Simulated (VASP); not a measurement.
# Cu3O2: single point with LDA

The system is Cu3O2.

```xyz
5
Lattice="-1.9941 1.9941 3.5885 1.9941 -1.9941 3.5885 1.9941 1.9941 -3.5885" Properties=species:S:1:pos:R:3 pbc="T T T"
Cu    1.9941    0.0000    1.7942
Cu    0.0000    1.9941    1.7942
Cu    0.0000    0.0000    0.0000
O     1.9941    0.0000    0.0000
O     0.0000    1.9941    0.0000
```

```json
{
 "Program": "VASP 6.6.1",
 "Task": "single point",
 "Functional": "LDA",
 "Potentials or basis": "VASP PAW LDA potentials, release 64 (Cu, O)",
 "Cutoff": "520 eV",
 "k mesh": "14 × 14 × 14",
 "Occupations": "gaussian, width 0.15 eV",
 "Spin": "no spin polarisation"
}
```

```json
{
 "Pressure": "-3.0 GPa",
 "Band gap on the k mesh": "zero (an odd number of electrons rules out a gap without spin polarisation)"
}
```

Stress tensor (GPa, compression positive):
```
-4.04  0.00  0.00
 0.00 -4.04  0.00
 0.00  0.00 -0.98
```

Levels at points of the mesh, in eV from the Fermi level:
| k point | band 19 | band 20 | band 21 | band 22 | band 23 | band 24 | band 25 | band 26 | band 27 | band 28 |
| --- | --- | --- | --- | --- | --- | --- | --- | --- | --- | --- |
| (0.00, 0.00, 0.00) | -1.77 | -1.62 | -0.82 | -0.82 | 0.40 | 0.66 | 5.16 | 5.16 | 7.07 | 7.39 |
| (0.50, 0.00, 0.00) | -1.60 | -1.38 | -0.97 | -0.60 | -0.21 | 2.98 | 3.40 | 8.18 | 8.44 | 8.48 |
| (0.50, 0.50, 0.00) | -1.63 | -0.49 | -0.49 | -0.26 | 0.35 | 1.30 | 3.71 | 3.87 | 7.99 | 9.50 |
| (0.50, 0.50, 0.50) | -1.90 | -1.62 | -1.34 | -0.31 | -0.31 | 3.45 | 4.92 | 6.39 | 6.39 | 7.26 |

It took 3.8 min on 1 thread of Intel(R) Xeon(R) 6975P-C (Granite Rapids), with other jobs on the host, peak memory 0.43 GiB.

Caveat: the cell stands under tension; an odd number of electrons without spin polarisation forces a metal; a magnetic or distorted state may lie lower. With open d or f shells a metallic result of LDA can be an artefact of self-interaction; +U or a hybrid may open a gap.
